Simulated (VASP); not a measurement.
# MnSi (P2_13) in VASP: notebook

Runs on MnSi. Level: PBE. Tasks: single point, relaxation of cell and atoms.

Everything below comes from runs of VASP 6.6.1. Logs are shortened: lines on timing, memory, paths and dates and some standing lists are left out, and cuts for length are marked.

### Step 1. The cell of the first run

Symmetry: P2_13, No. 198, cubic system. The conventional cell has a = 4.498 Å, b = 4.498 Å, c = 4.498 Å, α = 90.00°, β = 90.00°, γ = 90.00°. Mn (site symmetry 3) has 7 Si at 2.27 to 2.51 Å and 6 Mn at 2.76 Å within 3.0 Å. Si (site symmetry 3) has 7 Mn at 2.27 to 2.51 Å and 6 Si at 2.78 Å within 3.0 Å.

### Step 2. Single point, PBE

Input file INCAR:

```
PREC     = Accurate       # precision mode
ENCUT    = 520            # plane-wave cutoff, eV
EDIFF    = 1E-6           # SCF threshold, eV
ISMEAR   = 0              # smearing method
SIGMA    = 0.1            # smearing width, eV
LREAL    = False          # projectors in reciprocal space
LASPH    = True           # aspherical terms in the spheres
NELM     = 100            # most SCF steps
ALGO     = Normal         # electronic algorithm
ISIF     = 2              # what is computed and relaxed
LWAVE    = False          # write WAVECAR
LCHARG   = False          # write CHGCAR
GGA      = PE             # functional
NBANDS   = 44             # bands
```

Input file KPOINTS:

```
Automatic mesh
0
Gamma
  8 8 8
```

Input file POSCAR:

```
MnSi
1.0
    4.4977146165      0.0000000000      0.0000000000
    0.0000000000      4.4977146165      0.0000000000
    0.0000000000      0.0000000000      4.4977146165
Mn Si
4 4
Direct
    0.3628419311      0.1371580689      0.8628419311
    0.1371580689      0.8628419311      0.3628419311
    0.8628419311      0.3628419311      0.1371580689
    0.6371580689      0.6371580689      0.6371580689
    0.6543870425      0.8456129575      0.1543870425
    0.8456129575      0.1543870425      0.6543870425
    0.1543870425      0.6543870425      0.8456129575
    0.3456129575      0.3456129575      0.3456129575
```

Potentials or basis: VASP PAW PBE potentials, release 64 (Mn_pv, Si).

Run with:

```bash
$ cat potpaw_PBE.64/Mn_pv/POTCAR potpaw_PBE.64/Si/POTCAR > POTCAR
$ mpirun -np 1 vasp_std > vasp.out
```

OUTCAR:

```text
PREC = Accurate
   ENCUT = 520
   EDIFF = 1E-6
   ISMEAR = 0
   LREAL = False
   LASPH = True
   NELM = 100
   ISIF = 2
   GGA = PE

 ion  position               nearest neighbor table
   1  0.363  0.137  0.863-   5 2.27   6 2.37   7 2.37   8 2.37   7 2.51   8 2.51   6 2.51   2 2.76
                             2 2.76   3 2.76   4 2.76   3 2.76   4 2.76
   2  0.137  0.863  0.363-   6 2.27   5 2.37   7 2.37   8 2.37   5 2.51   7 2.51   8 2.51   1 2.76
                             1 2.76   3 2.76   3 2.76   4 2.76   4 2.76
   3  0.863  0.363  0.137-   7 2.27   6 2.37   5 2.37   8 2.37   6 2.51   5 2.51   8 2.51   1 2.76
                             4 2.76   2 2.76   2 2.76   1 2.76   4 2.76
   4  0.637  0.637  0.637-   8 2.27   6 2.37   7 2.37   5 2.37   6 2.51   5 2.51   7 2.51   2 2.76
                             3 2.76   1 2.76   3 2.76   1 2.76   2 2.76
   5  0.654  0.846  0.154-   1 2.27   2 2.37   3 2.37   4 2.37   3 2.51   4 2.51   2 2.51   6 2.78
                             6 2.78   8 2.78   8 2.78   7 2.78   7 2.78
   6  0.846  0.154  0.654-   2 2.27   1 2.37   3 2.37   4 2.37   1 2.51   3 2.51   4 2.51   5 2.78
                             5 2.78   8 2.78   7 2.78   7 2.78   8 2.78
   7  0.154  0.654  0.846-   3 2.27   2 2.37   1 2.37   4 2.37   2 2.51   1 2.51   4 2.51   8 2.78
                             8 2.78   5 2.78   6 2.78   6 2.78   5 2.78
   8  0.346  0.346  0.346-   4 2.27   2 2.37   3 2.37   1 2.37   2 2.51   1 2.51   3 2.51   7 2.78
                             7 2.78   5 2.78   6 2.78   5 2.78   6 2.78

  LATTYP: Found a simple cubic cell.
 ALAT       =     4.4977146165

  Lattice vectors:

 A1 = (   4.4977146165,   0.0000000000,   0.0000000000)
 A2 = (   0.0000000000,   4.4977146165,   0.0000000000)
 A3 = (   0.0000000000,   0.0000000000,   4.4977146165)

Analysis of symmetry for initial positions (statically):
=====================================================================
 Subroutine PRICEL returns:
 Original cell was already a primitive cell.

 Routine SETGRP: Setting up the symmetry group for a
 simple cubic supercell.

 Subroutine GETGRP returns: Found 12 space group operations
 (whereof  3 operations were pure point group operations)
 out of a pool of 48 trial point group operations.

The static configuration has the point symmetry C_3 .
 The point group associated with its full space group is T   .

Analysis of symmetry for dynamics (positions and initial velocities):
=====================================================================
 Subroutine PRICEL returns:
 Original cell was already a primitive cell.

 Routine SETGRP: Setting up the symmetry group for a
 simple cubic supercell.

 Subroutine GETGRP returns: Found 12 space group operations
 (whereof  3 operations were pure point group operations)
 out of a pool of 48 trial point group operations.

The dynamic configuration has the point symmetry C_3 .
 The point group associated with its full space group is T   .

 Subroutine INISYM returns: Found 12 space group operations
 (whereof  3 operations are pure point group operations),
 and found     1 'primitive' translations

----------------------------------------------------------------------------------------

                                     Primitive cell

  volume of cell :      90.9862

  direct lattice vectors                    reciprocal lattice vectors
     4.497714616  0.000000000  0.000000000     0.222335138  0.000000000  0.000000000
     0.000000000  4.497714616  0.000000000     0.000000000  0.222335138  0.000000000
     0.000000000  0.000000000  4.497714616     0.000000000  0.000000000  0.222335138

  length of vectors
     4.497714616  4.497714616  4.497714616     0.222335138  0.222335138  0.222335138

  position of ions in fractional coordinates (direct lattice)
     0.362841931  0.137158069  0.862841931
     0.137158069  0.862841931  0.362841931
     0.862841931  0.362841931  0.137158069
     0.637158069  0.637158069  0.637158069
     0.654387042  0.845612958  0.154387042
     0.845612958  0.154387042  0.654387042
     0.154387042  0.654387042  0.845612958
     0.345612958  0.345612958  0.345612958

  ion indices of the primitive-cell ions
   primitive index   ion index
                 1           1
                 2           2
                 3           3
                 4           4
                 5           5
                 6           6
                 7           7
                 8           8

----------------------------------------------------------------------------------------

 KPOINTS: Automatic mesh

Automatic generation of k-mesh.
 Grid dimensions read from file:
 generate k-points for:    8    8    8

 Generating k-lattice:

  Cartesian coordinates                     Fractional coordinates (reciprocal lattice)
     0.027791892  0.000000000  0.000000000     0.125000000  0.000000000  0.000000000
     0.000000000  0.027791892  0.000000000     0.000000000  0.125000000  0.000000000
     0.000000000  0.000000000  0.027791892     0.000000000  0.000000000  0.125000000

  Length of vectors
     0.027791892  0.027791892  0.027791892

  Shift w.r.t. Gamma in fractional coordinates (k-lattice)
     0.000000000  0.000000000  0.000000000

 Subroutine IBZKPT returns following result:
 ===========================================

 Found     45 irreducible k-points:

 Following reciprocal coordinates:
            Coordinates               Weight
  0.000000  0.000000  0.000000      1.000000
  0.125000  0.000000  0.000000      6.000000
  0.250000  0.000000  0.000000      6.000000
  0.375000  0.000000  0.000000      6.000000
  0.500000  0.000000  0.000000      3.000000
  0.125000  0.125000  0.000000     12.000000
[... 16 lines left out ...]
  0.250000  0.125000  0.125000     24.000000
  0.375000  0.125000  0.125000     24.000000
 [... further k-points ...]
   k-points           NKPTS =     45   k-points in BZ     NKDIM =     45   number of bands    NBANDS=     44
   number of dos      NEDOS =    301   number of ions     NIONS =      8
   total plane-waves  NPLWV =  46656
   dimension x,y,z NGX =    36 NGY =   36 NGZ =   36
   dimension x,y,z NGXF=    72 NGYF=   72 NGZF=   72
   ions per type =               4   4
   NGX,Y,Z   is equivalent  to a cutoff of  13.31, 13.31, 13.31 a.u.
   NGXF,Y,Z  is equivalent  to a cutoff of  26.61, 26.61, 26.61 a.u.
 SYSTEM =  unknown system
   PREC   = accura    normal or accurate (medium, high low for compatibility)
   ISTART =      0    job   : 0-new  1-cont  2-samecut
   ICHARG =      2    charge: 1-file 2-atom 10-const
   ISPIN  =      1    spin polarized calculation?
   LNONCOLLINEAR =      F non collinear calculations
   LSORBIT =      F    spin-orbit coupling
   LASPH  =      T    aspherical Exc in radial PAW
   ENCUT  =  520.0 eV  38.22 Ry    6.18 a.u.   8.36  8.36  8.36*2*pi/ulx,y,z
   NELM   =    100;   NELMIN=  2; NELMDL= -5     # of ELM steps
   EDIFF  = 0.1E-05   stopping-criterion for ELM
   LREAL  =      F    real-space projection
   EDIFFG = 0.1E-04   stopping-criterion for IOM
   NSW    =      0    number of steps for IOM
   IBRION =     -1    ionic relax: 0-MD 1-quasi-New 2-CG
   NFREE  =      0    steps in history (QN), initial steepest desc. (CG)
   ISIF   =      2    stress and relaxation
   ISYM   =      2    0-nonsym 1-usesym 2-fastsym
   POTIM  = 0.5000    time-step for ionic-motion
   TEBEG  =    0.0;   TEEND  =   0.0 temperature during run
   PSTRESS=    0.0 pullay stress
   NELECT =      68.0000    total number of electrons
   NUPDOWN=      -1.0000    fix difference up-down
   EMIN   =  10.00;   EMAX   =-10.00  energy-range for DOS
   EFERMI =   0.00;   METHOD = LEGACY
   ISMEAR =     0;   SIGMA  =   0.10  broadening in eV -4-tet -1-fermi 0-gaus
   EFERMI_NEDOS =   21; number of points for ismear=-14 and -15
   IALGO  =     38    algorithm
   IMIX   =      4    mixing-type and parameters
     AMIX     =   0.40;   BMIX     =  1.00
     AMIX_MAG =   1.60;   BMIX_MAG =  1.00
  volume/ion in A,a.u.               =      11.37        76.75
  Fermi-wavevector in a.u.,A,eV,Ry     =   1.485659  2.807489 30.030557  2.207184
  Thomas-Fermi vector in A             =   2.599043
   LORBIT       =      0    0 simple, 1 ext, 2 COOP (PROOUT), +10 PAW based schemes
   GGA     = PE    functional components
   LHFCALC =     F    Hartree Fock is set to
   AEXX    =    0.0000 exact exchange contribution
   IVDW    =     0    specifies the selected vdW correction
   LEPSILON=     F    determine dielectric tensor
   LRPA    =     F    only Hartree local field effects (RPA)
 non-spin polarized calculation
 Gauss-broadening in eV      SIGMA  =   0.10
  energy-cutoff  :      520.00
  volume of cell :       90.99
 maximum number of plane-waves:      2469
 NGX is ok and might be reduce to    36
   NGX = 17   NGY = 17   NGZ = 17

 number of electron      68.0000038 magnetization

 Free energy of the ion-electron system (eV)
  ---------------------------------------------------
  ext. energy  EPLUGINS =         0.00000000
  ---------------------------------------------------
  free energy    TOTEN  =       -61.22384436 eV

  energy without entropy =      -61.17281406  energy(sigma->0) =      -61.19832921

 E-fermi :  11.2337     XC(G=0): -12.8945

 val. band max:       11.2307776400   @ k =   0.2500   0.0000   0.0000
 cond. band min:      11.2432805593   @ k =  -0.1250   0.3750   0.0000
 fundamental gap:      0.0125029193
 Fermi energy:        11.2336707763

 k-point     1 :       0.0000    0.0000    0.0000
  band No.  band energies     occupation
      1     -36.5437      2.00000
      2     -36.5437      2.00000
      3     -36.5437      2.00000
      4     -36.5004      2.00000
      5     -36.5004      2.00000
      6     -36.5004      2.00000
[... 36 lines left out ...]
     43      15.2700      0.00000
     44      15.2700      0.00000

 k-point     2 :       0.1250    0.0000    0.0000
  band No.  band energies     occupation
      1     -36.5559      2.00000
      2     -36.5467      2.00000
      3     -36.5294      2.00000
      4     -36.5108      2.00000
      5     -36.5033      2.00000
      6     -36.4856      2.00000
[... 1026 lines left out ...]
 k-point    24 :       0.3750    0.1250    0.1250
  band No.  band energies     occupation
      1     -36.5682      2.00000
      2     -36.5593      2.00000
      3     -36.5221      2.00000
      4     -36.5109      2.00000
      5     -36.5003      2.00000
      6     -36.4756      2.00000
[... 36 lines left out ...]
     43      15.1583      0.00000
     44      15.5133      0.00000

 [... further k-points ...]
[... 5 lines left out ...]
  --------------------------------------------------------------------------------------
  -------------------------------------------------------------------------------------
  Total       -0.0247832     -0.0247832     -0.0247832      0.0000000      0.0000000      0.0000000
  in kB       -0.4364071     -0.4364071     -0.4364071      0.0000000      0.0000000      0.0000000
  external PRESSURE =      -0.4364071 kB  Pullay stress =       0.0000000 kB

 VOLUME and BASIS-vectors are now :
 -----------------------------------------------------------------------------
  energy-cutoff  :      520.00
  volume of cell :       90.99
      direct lattice vectors                 reciprocal lattice vectors
     4.497714616  0.000000000  0.000000000     0.222335138  0.000000000  0.000000000
     0.000000000  4.497714616  0.000000000     0.000000000  0.222335138  0.000000000
     0.000000000  0.000000000  4.497714616     0.000000000  0.000000000  0.222335138

 POSITION                                       TOTAL-FORCE (eV/Angst)
 -----------------------------------------------------------------------------------
      1.63196      0.61690      3.88082        -0.007581      0.007581     -0.007581
      0.61690      3.88082      1.63196         0.007581     -0.007581     -0.007581
      3.88082      1.63196      0.61690        -0.007581     -0.007581      0.007581
      2.86576      2.86576      2.86576         0.007581      0.007581      0.007581
      2.94325      3.80333      0.69439         0.000133     -0.000133      0.000133
      3.80333      0.69439      2.94325        -0.000133      0.000133      0.000133
      0.69439      2.94325      3.80333         0.000133      0.000133     -0.000133
      1.55447      1.55447      1.55447        -0.000133     -0.000133     -0.000133
 -----------------------------------------------------------------------------------
    total drift:                               -0.000001     -0.000001      0.000000

  FREE ENERGIE OF THE ION-ELECTRON SYSTEM (eV)
  ---------------------------------------------------
  free  energy   TOTEN  =       -61.2238443587 eV

  energy  without entropy=      -61.1728140575  energy(sigma->0) =      -61.19832921
```

Run time: 74 s. Hardware: 1 thread of Intel Xeon 6975P-C (Granite Rapids), shared host; peak memory 0.28 GiB.

Results:

```yaml
Free_energy: -61.2238 eV
Pressure: 0.0 GPa
Largest_force: 0.013 eV/Å
Band_gap_on_the_k_mesh: zero (bands 34 and 35 overlap by 0.49 eV)
```

Forces on the atoms (eV/Å):
```
Mn  -0.008  0.008 -0.008
Mn   0.008 -0.008 -0.008
Mn  -0.008 -0.008  0.008
Mn   0.008  0.008  0.008
Si   0.000  0.000  0.000
Si   0.000  0.000  0.000
Si   0.000  0.000  0.000
Si   0.000  0.000  0.000
```

Caveat: the run has no spin polarisation, though such a crystal can be magnetic. Spin polarisation is off, so any magnetic state and its effect on volume and gap are missing.

### Step 3. Relaxation of cell and atoms, PBE

This run uses another cell than the first one, of 11.27 Å³/atom.

Input file INCAR:

```
SYSTEM = MnSi
  PREC = Accurate
  ENCUT = 600
  EDIFF = 1E-7
  ISMEAR = 0
  SIGMA = 0.1
  LREAL = .FALSE.
  LASPH = .TRUE.
  NELM = 60
  ALGO = Normal
  ISIF = 3
  LWAVE = .FALSE.
  LCHARG = .FALSE.
  GGA = PE
  IBRION = 2
  NSW = 100
  EDIFFG = -0.002
```

Input file KPOINTS:

```
Automatic mesh
0
G
  8 8 8
  0 0 0
```

Input file POSCAR:

```
MnSi
1.0
    4.4842451800      0.0000000000      0.0000000000
    0.0000000000      4.4842451800      0.0000000000
    0.0000000000      0.0000000000      4.4842451800
Mn Si
4 4
Direct
    0.3635403900      0.1364596100      0.8635403900
    0.1364596100      0.8635403900      0.3635403900
    0.8635403900      0.3635403900      0.1364596100
    0.6364596100      0.6364596100      0.6364596100
    0.6542152300      0.8457847700      0.1542152300
    0.8457847700      0.1542152300      0.6542152300
    0.1542152300      0.6542152300      0.8457847700
    0.3457847700      0.3457847700      0.3457847700
```

Potentials or basis: VASP PAW PBE potentials, release 64 (Mn_pv, Si).

Run with:

```bash
$ cat potpaw_PBE.64/Mn_pv/POTCAR potpaw_PBE.64/Si/POTCAR > POTCAR
$ mpirun -np 1 vasp_std > vasp.out
```

It took 5.1 min on 1 thread of Intel Xeon 6975P-C (Granite Rapids), shared host; peak memory 0.31 GiB.

The run converged. Its results:

```
Free energy                           : -61.2231 eV
Relaxed volume                        : 11.37 Å³/atom
Relaxed cell                          : a = 4.497 Å, b = 4.497 Å, c = 4.497 Å, α = 90.00°, β = 90.00°, γ = 90.00°
Space group after relaxing (to 0.1 Å) : P2_13 (No. 198)
Energy gained by relaxing             : 0.9 meV/atom
Ionic steps                           : 8
Pressure after relaxing               : 0.0 GPa
Band gap on the k mesh                : zero (bands 34 and 35 overlap by 0.49 eV)
```

Step by step:
```
step  energy change (eV)  largest force (eV/Å)  pressure (GPa)  volume (Å³)
   1              0.0000                0.1434            2.15        90.17
   2              0.0040                0.0578           -2.87        92.16
   3             -0.0066                0.0516           -0.12        91.04
   4             -0.0070                0.0133           -0.03        90.97
   5             -0.0070                0.0078            0.00        90.96
   6             -0.0070                0.0083           -0.01        90.96
   7             -0.0070                0.0026            0.01        90.95
   8             -0.0070                0.0006            0.00        90.95
```

Final structure:
```cif
data_structure
_symmetry_space_group_name_H-M 'P 1'
_symmetry_Int_Tables_number 1
_cell_length_a 4.4971
_cell_length_b 4.4971
_cell_length_c 4.4971
_cell_angle_alpha 90.000
_cell_angle_beta 90.000
_cell_angle_gamma 90.000
_cell_volume 90.95
loop_
_atom_site_label
_atom_site_type_symbol
_atom_site_fract_x
_atom_site_fract_y
_atom_site_fract_z
_atom_site_occupancy
Mn1 Mn 0.36272 0.13728 0.86272 1
Mn2 Mn 0.13728 0.86272 0.36272 1
Mn3 Mn 0.86272 0.36272 0.13728 1
Mn4 Mn 0.63728 0.63728 0.63728 1
Si1 Si 0.65438 0.84562 0.15438 1
Si2 Si 0.84562 0.15438 0.65438 1
Si3 Si 0.15438 0.65438 0.84562 1
Si4 Si 0.34562 0.34562 0.34562 1
```

Levels at points of the mesh, in eV from the Fermi level:
```csv
k point,band 30,band 31,band 32,band 33,band 34,band 35,band 36,band 37,band 38,band 39
"(0.00, 0.00, 0.00)",-1.62,-1.62,0.20,0.20,0.20,0.37,0.37,1.27,1.27,1.27
"(0.50, 0.00, 0.00)",-1.49,-0.79,-0.79,0.03,0.03,0.45,0.45,0.75,0.75,2.25
"(0.50, 0.50, 0.00)",-0.99,-0.84,-0.84,-0.59,-0.59,0.04,0.04,1.20,1.20,1.72
"(0.50, 0.50, 0.50)",-0.40,-0.40,-0.40,-0.16,-0.16,-0.16,-0.16,1.03,1.03,1.03
```

Caveat: the run has no spin polarisation, though such a crystal can be magnetic. Spin polarisation is off, so any magnetic state and its effect on volume and gap are missing.
